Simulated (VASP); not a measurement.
# Ir2Pt (P6/mmm) in VASP: a series of runs

Ir2Pt is run at these levels: PBE; tasks: single point, relaxation of cell and atoms.

Program: VASP 6.6.1. These are calculated values, not measurements. Logs are shortened: lines on timing, memory, paths and dates and some standing lists are left out, and cuts for length are marked.

**1. The cell of the first run**

Symmetry: P6/mmm, No. 191, hexagonal system. Conventional cell: a = 4.456 Å, b = 4.456 Å, c = 2.657 Å, α = 90.00°, β = 90.00°, γ = 120.00°. Ir (site symmetry -6m2) has 5 Ir at 2.57 to 2.66 Å and 6 Pt at 2.90 Å within 3.4 Å. Pt (site symmetry 6/mmm) has 2 Pt at 2.66 Å and 12 Ir at 2.90 Å within 3.5 Å.

The cell was built from a structure type or drawn by symmetry, and may not be a known phase.

**2. Single point, PBE**

Input file INCAR:

```
SYSTEM = Ir2Pt
ALGO     = Normal         ! electronic algorithm
EDIFF    = 1E-6           ! SCF threshold, eV
ENCUT    = 500            ! plane-wave cutoff, eV
GGA      = PE             ! functional
GGA_COMPAT= .False.      
ISIF     = 2              ! what is computed and relaxed
ISMEAR   = 0              ! smearing method
LASPH    = .True.         ! aspherical terms in the spheres
LCHARG   = .True.         ! write CHGCAR
LELF     = .True.         ! ELF
LREAL    = .False.        ! projectors in reciprocal space
LVHAR    = .True.       
LWAVE    = .False.        ! write WAVECAR
NBANDS   = 21             ! bands
NELM     = 120            ! most SCF steps
PREC     = Accurate       ! precision mode
SIGMA    = 0.1            ! smearing width, eV
```

Input file KPOINTS:

```
k-points
0
Gamma
  6 6 4
  0 0 0
```

Input file POSCAR:

```
Ir2Pt
1.0
    4.4558114230     -0.0000000035      0.0000000000
   -2.2279057085      3.8588458886      0.0000000000
    0.0000000000      0.0000000000      2.6572710895
Ir Pt
2 1
Direct
    0.3333333333      0.6666666667      0.5000000000
    0.6666666667      0.3333333333      0.5000000000
    0.0000000000      0.0000000000      0.0000000000
```

Potentials or basis: VASP PAW PBE potentials, release 64 (Ir, Pt).

On the command line:

```console
$ cat potpaw_PBE.64/Ir/POTCAR potpaw_PBE.64/Pt/POTCAR > POTCAR
$ mpirun -np 1 vasp_std > vasp.out
```

OUTCAR:

```text
SYSTEM = Ir2Pt
   EDIFF = 1E-6
   ENCUT = 500
   GGA = PE
   ISIF = 2
   ISMEAR = 0
   LASPH = .True.
   LREAL = .False.
   NELM = 120
   PREC = Accurate

 ion  position               nearest neighbor table
   1  0.333  0.667  0.500-   2 2.57   2 2.57   2 2.57   3 2.90   3 2.90   3 2.90   3 2.90   3 2.90
                             3 2.90
   2  0.667  0.333  0.500-   1 2.57   1 2.57   1 2.57   3 2.90   3 2.90   3 2.90   3 2.90   3 2.90
                             3 2.90
   3  0.000  0.000  0.000-   1 2.90   2 2.90   1 2.90   2 2.90   2 2.90   2 2.90   1 2.90   1 2.90
                             2 2.90   2 2.90   1 2.90   1 2.90

  LATTYP: Found a hexagonal cell.
 ALAT       =     4.4558114230
 C/A-ratio  =     0.5963607606

  Lattice vectors:

 A1 = (   4.4558114230,  -0.0000000035,   0.0000000000)
 A2 = (  -2.2279057085,   3.8588458886,   0.0000000000)
 A3 = (   0.0000000000,   0.0000000000,   2.6572710895)

Analysis of symmetry for initial positions (statically):
=====================================================================
 Subroutine PRICEL returns:
 Original cell was already a primitive cell.

 Routine SETGRP: Setting up the symmetry group for a
 hexagonal supercell.

 Subroutine GETGRP returns: Found 24 space group operations
 (whereof 24 operations were pure point group operations)
 out of a pool of 24 trial point group operations.

The static configuration has the point symmetry D_6h.

Analysis of symmetry for dynamics (positions and initial velocities):
=====================================================================
 Subroutine PRICEL returns:
 Original cell was already a primitive cell.

 Routine SETGRP: Setting up the symmetry group for a
 hexagonal supercell.

 Subroutine GETGRP returns: Found 24 space group operations
 (whereof 24 operations were pure point group operations)
 out of a pool of 24 trial point group operations.

The dynamic configuration has the point symmetry D_6h.

 Subroutine INISYM returns: Found 24 space group operations
 (whereof 24 operations are pure point group operations),
 and found     1 'primitive' translations

----------------------------------------------------------------------------------------

                                     Primitive cell

  volume of cell :      45.6899

  direct lattice vectors                    reciprocal lattice vectors
     4.455811423 -0.000000003  0.000000000     0.224426015  0.129572420  0.000000000
    -2.227905708  3.858845889  0.000000000     0.000000000  0.259144840  0.000000000
     0.000000000  0.000000000  2.657271090     0.000000000  0.000000000  0.376325925

  length of vectors
     4.455811423  4.455811423  2.657271090     0.259144840  0.259144840  0.376325925

  position of ions in fractional coordinates (direct lattice)
     0.333333333  0.666666667  0.500000000
     0.666666667  0.333333333  0.500000000
     0.000000000  0.000000000  0.000000000

  ion indices of the primitive-cell ions
   primitive index   ion index
                 1           1
                 2           2
                 3           3

----------------------------------------------------------------------------------------

 KPOINTS: k-points

Automatic generation of k-mesh.
 Grid dimensions read from file:
 generate k-points for:    6    6    4

 Generating k-lattice:

  Cartesian coordinates                     Fractional coordinates (reciprocal lattice)
     0.037404336  0.021595403  0.000000000     0.166666667  0.000000000  0.000000000
     0.000000000  0.043190807  0.000000000     0.000000000  0.166666667  0.000000000
     0.000000000  0.000000000  0.094081481     0.000000000  0.000000000  0.250000000

  Length of vectors
     0.043190807  0.043190807  0.094081481

  Shift w.r.t. Gamma in fractional coordinates (k-lattice)
     0.000000000  0.000000000  0.000000000

 Subroutine IBZKPT returns following result:
 ===========================================

 Found     21 irreducible k-points:

 Following reciprocal coordinates:
            Coordinates               Weight
  0.000000  0.000000  0.000000      1.000000
  0.166667  0.000000  0.000000      6.000000
  0.333333  0.000000  0.000000      6.000000
  0.500000  0.000000  0.000000      3.000000
  0.166667  0.166667  0.000000      6.000000
  0.333333  0.166667  0.000000     12.000000
[... 13 lines left out ...]
  0.333333  0.166667  0.500000     12.000000
  0.333333  0.333333  0.500000      2.000000
   k-points           NKPTS =     21   k-points in BZ     NKDIM =     21   number of bands    NBANDS=     21
   number of dos      NEDOS =    301   number of ions     NIONS =      3
   total plane-waves  NPLWV =  20480
   dimension x,y,z NGX =    32 NGY =   32 NGZ =   20
   dimension x,y,z NGXF=    64 NGYF=   64 NGZF=   40
   ions per type =               2   1
   NGX,Y,Z   is equivalent  to a cutoff of  11.94, 11.94, 12.51 a.u.
   NGXF,Y,Z  is equivalent  to a cutoff of  23.88, 23.88, 25.03 a.u.
 SYSTEM =  Ir2Pt
   PREC   = accura    normal or accurate (medium, high low for compatibility)
   ISTART =      0    job   : 0-new  1-cont  2-samecut
   ICHARG =      2    charge: 1-file 2-atom 10-const
   ISPIN  =      1    spin polarized calculation?
   LNONCOLLINEAR =      F non collinear calculations
   LSORBIT =      F    spin-orbit coupling
   LASPH  =      T    aspherical Exc in radial PAW
   ENCUT  =  500.0 eV  36.75 Ry    6.06 a.u.   8.12  8.12  4.84*2*pi/ulx,y,z
   NELM   =    120;   NELMIN=  2; NELMDL= -5     # of ELM steps
   EDIFF  = 0.1E-05   stopping-criterion for ELM
   LREAL  =      F    real-space projection
   EDIFFG = 0.1E-04   stopping-criterion for IOM
   NSW    =      0    number of steps for IOM
   IBRION =     -1    ionic relax: 0-MD 1-quasi-New 2-CG
   NFREE  =      0    steps in history (QN), initial steepest desc. (CG)
   ISIF   =      2    stress and relaxation
   ISYM   =      2    0-nonsym 1-usesym 2-fastsym
   POTIM  = 0.5000    time-step for ionic-motion
   TEBEG  =    0.0;   TEEND  =   0.0 temperature during run
   PSTRESS=    0.0 pullay stress
   NELECT =      28.0000    total number of electrons
   NUPDOWN=      -1.0000    fix difference up-down
   EMIN   =  10.00;   EMAX   =-10.00  energy-range for DOS
   EFERMI =   0.00;   METHOD = LEGACY
   ISMEAR =     0;   SIGMA  =   0.10  broadening in eV -4-tet -1-fermi 0-gaus
   EFERMI_NEDOS =   21; number of points for ismear=-14 and -15
   IALGO  =     38    algorithm
   IMIX   =      4    mixing-type and parameters
     AMIX     =   0.40;   BMIX     =  1.00
     AMIX_MAG =   1.60;   BMIX_MAG =  1.00
  volume/ion in A,a.u.               =      15.23       102.78
  Fermi-wavevector in a.u.,A,eV,Ry     =   1.390553  2.627764 26.308729  1.933637
  Thomas-Fermi vector in A             =   2.514477
   LORBIT       =      0    0 simple, 1 ext, 2 COOP (PROOUT), +10 PAW based schemes
   GGA     = PE    functional components
   LHFCALC =     F    Hartree Fock is set to
   AEXX    =    0.0000 exact exchange contribution
   IVDW    =     0    specifies the selected vdW correction
   LEPSILON=     F    determine dielectric tensor
   LRPA    =     F    only Hartree local field effects (RPA)
 non-spin polarized calculation
 Gauss-broadening in eV      SIGMA  =   0.10
  energy-cutoff  :      500.00
  volume of cell :       45.69
 maximum number of plane-waves:      1176
   NGX = 17   NGY = 17   NGZ =  9

 number of electron      28.0000002 magnetization

 Free energy of the ion-electron system (eV)
  ---------------------------------------------------
  ext. energy  EPLUGINS =         0.00000000
  ---------------------------------------------------
  free energy    TOTEN  =       -23.13981910 eV

  energy without entropy =      -23.11114148  energy(sigma->0) =      -23.12548029

 E-fermi :   9.6702     XC(G=0): -13.4966

 val. band max:        9.6121739187   @ k =   0.3333   0.3333   0.2500
 cond. band min:       9.6775956482   @ k =   0.3333   0.1667   0.5000
 fundamental gap:      0.0654217295
 Fermi energy:         9.6701743609

 k-point     1 :       0.0000    0.0000    0.0000
  band No.  band energies     occupation
      1      -0.4573      2.00000
      2       3.0266      2.00000
      3       5.1832      2.00000
      4       5.4011      2.00000
      5       5.4011      2.00000
      6       5.4869      2.00000
[... 13 lines left out ...]
     20      17.4243      0.00000
     21      17.6616      0.00000

 k-point     2 :       0.1667    0.0000    0.0000
  band No.  band energies     occupation
      1      -0.0675      2.00000
      2       3.0777      2.00000
      3       4.2288      2.00000
      4       4.8726      2.00000
      5       4.9136      2.00000
      6       5.4892      2.00000
[... 13 lines left out ...]
     20      17.5319      0.00000
     21      20.2530      0.00000

 k-point     3 :       0.3333    0.0000    0.0000
  band No.  band energies     occupation
      1       0.9867      2.00000
      2       2.7707      2.00000
      3       3.5539      2.00000
      4       4.3642      2.00000
      5       4.7884      2.00000
      6       5.2132      2.00000
[... 13 lines left out ...]
     20      20.0184      0.00000
     21      22.6628      0.00000

 k-point     4 :       0.5000    0.0000    0.0000
  band No.  band energies     occupation
      1       2.0306      2.00000
      2       2.6046      2.00000
      3       2.6979      2.00000
      4       4.5021      2.00000
      5       4.8685      2.00000
      6       4.8911      2.00000
[... 13 lines left out ...]
     20      23.5053      0.00000
     21      23.6055      0.00000

 k-point     5 :       0.1667    0.1667    0.0000
  band No.  band energies     occupation
      1       0.6472      2.00000
      2       2.9521      2.00000
      3       3.6404      2.00000
      4       4.1398      2.00000
      5       5.1144      2.00000
      6       5.3994      2.00000
[... 13 lines left out ...]
     20      18.1836      0.00000
     21      22.1042      0.00000

 k-point     6 :       0.3333    0.1667    0.0000
  band No.  band energies     occupation
      1       1.7120      2.00000
      2       2.5472      2.00000
      3       3.0001      2.00000
      4       4.4249      2.00000
      5       4.9210      2.00000
      6       5.1166      2.00000
[... 13 lines left out ...]
     20      20.9349      0.00000
     21      23.7112      0.00000

 k-point     7 :       0.3333    0.3333    0.0000
  band No.  band energies     occupation
      1       1.9187      2.00000
      2       2.6886      2.00000
      3       2.6886      2.00000
      4       4.7705      2.00000
      5       4.8642      2.00000
      6       4.8642      2.00000
[... 13 lines left out ...]
     20      21.3577      0.00000
     21      21.3577      0.00000
[... 219 lines left out ...]
      1       2.8574      2.00000
      2       3.4902      2.00000
      3       3.8257      2.00000
      4       3.8718      2.00000
      5       5.0719      2.00000
      6       5.3170      2.00000
[... 13 lines left out ...]
     20      17.6350      0.00000
     21      18.8445      0.00000

 k-point    18 :       0.5000    0.0000    0.5000
  band No.  band energies     occupation
      1       3.0708      2.00000
      2       3.2718      2.00000
      3       3.9588      2.00000
      4       4.0361      2.00000
      5       4.9242      2.00000
      6       5.8655      2.00000
[... 13 lines left out ...]
     20      17.4709      0.00000
     21      18.9761      0.00000

 k-point    19 :       0.1667    0.1667    0.5000
  band No.  band energies     occupation
      1       2.8189      2.00000
      2       3.3736      2.00000
      3       3.9229      2.00000
      4       4.0737      2.00000
      5       4.6852      2.00000
      6       5.2034      2.00000
[... 13 lines left out ...]
     20      17.3506      0.00000
     21      17.4301      0.00000

 k-point    20 :       0.3333    0.1667    0.5000
  band No.  band energies     occupation
      1       3.0634      2.00000
      2       3.1548      2.00000
      3       4.0822      2.00000
      4       4.4750      2.00000
      5       5.0567      2.00000
      6       5.2779      2.00000
[... 13 lines left out ...]
     20      16.5930      0.00000
     21      17.3132      0.00000

 k-point    21 :       0.3333    0.3333    0.5000
  band No.  band energies     occupation
      1       2.8536      2.00000
      2       3.8738      2.00000
      3       3.8738      2.00000
      4       4.6281      2.00000
      5       5.1274      2.00000
      6       5.1274      2.00000
[... 13 lines left out ...]
     20      16.5047      0.00000
     21      16.5047      0.00000

------------------------ aborting loop because EDIFF is reached ----------------------------------------

  FORCE on cell =-STRESS in cart. coord.  units (eV):
  Direction    XX          YY          ZZ          XY          YZ          ZX
  --------------------------------------------------------------------------------------
  -------------------------------------------------------------------------------------
  Total        0.0160258      0.0160258     -0.0827896     -0.0000000     -0.0000000      0.0000000
  in kB        0.5619670      0.5619670     -2.9031300     -0.0000000     -0.0000000      0.0000000
  external PRESSURE =      -0.5930653 kB  Pullay stress =       0.0000000 kB

 VOLUME and BASIS-vectors are now :
 -----------------------------------------------------------------------------
  energy-cutoff  :      500.00
  volume of cell :       45.69
      direct lattice vectors                 reciprocal lattice vectors
     4.455811423 -0.000000003  0.000000000     0.224426015  0.129572420  0.000000000
    -2.227905708  3.858845889  0.000000000     0.000000000  0.259144840  0.000000000
     0.000000000  0.000000000  2.657271090     0.000000000  0.000000000  0.376325925

 POSITION                                       TOTAL-FORCE (eV/Angst)
 -----------------------------------------------------------------------------------
      0.00000      2.57256      1.32864        -0.000000     -0.000000      0.000000
      2.22791      1.28628      1.32864         0.000000      0.000000      0.000000
      0.00000      0.00000      0.00000        -0.000000     -0.000000      0.000000
 -----------------------------------------------------------------------------------
    total drift:                               -0.000000      0.000000      0.000000

  FREE ENERGIE OF THE ION-ELECTRON SYSTEM (eV)
  ---------------------------------------------------
  free  energy   TOTEN  =       -23.1398190989 eV

  energy  without entropy=      -23.1111414830  energy(sigma->0) =      -23.12548029
```

It took 20 s on 1 thread of AMD EPYC 7R43 (Zen 3), shared host; peak memory 0.12 GiB.

Results:

* Free energy: -23.1398 eV
* Pressure: -0.1 GPa
* Band gap on the k mesh: zero (bands 14 and 15 overlap by 1.62 eV)

Caveat: the k points lie up to 0.59 Å⁻¹ apart, too coarse for converged energies and pressures of a metal; spin-orbit coupling is left out, which moves the levels of the heavy elements.

[end of part 1 of 3]
